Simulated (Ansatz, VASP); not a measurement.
Two plane-wave programs on TiO2

```
Ti O
1.0
    -1.89925    1.89925    4.85157
     1.89925   -1.89925    4.85157
     1.89925    1.89925   -4.85157
Ti O
2 4
Direct
  0.00000 0.00000 0.00000
  0.75000 0.25000 0.50000
  0.95641 0.45641 0.50000
  0.20641 0.20641 0.00000
  0.54359 0.04359 0.50000
  0.79359 0.79359 0.00000
```

Alike in both runs: functional PBE; k mesh 10 × 10 × 10; no spin polarisation.

Ansatz relaxed the structure, and its values are those at the end. VASP's run is a single point on that final structure, the one shown.

|  | VASP | Ansatz |
| --- | --- | --- |
| version | VASP 6.6.1 | Ansatz 0.2.0 |
| potentials or method | VASP PAW PBE potentials, release 64 (Ti_sv, O), cutoff 520 eV | plane-wave PAW DFT |
| occupations | gaussian, width 0.01 eV | fixed |
| valence electrons in the cell | 48 | 48 |

|  | VASP | Ansatz | Ansatz less VASP |
| --- | --- | --- | --- |
| pressure (GPa) | 0.7 | 0.0 | -0.66 |
| rms of the force components (eV/Å) | 0.010 | 0.000 | -0.0095 |
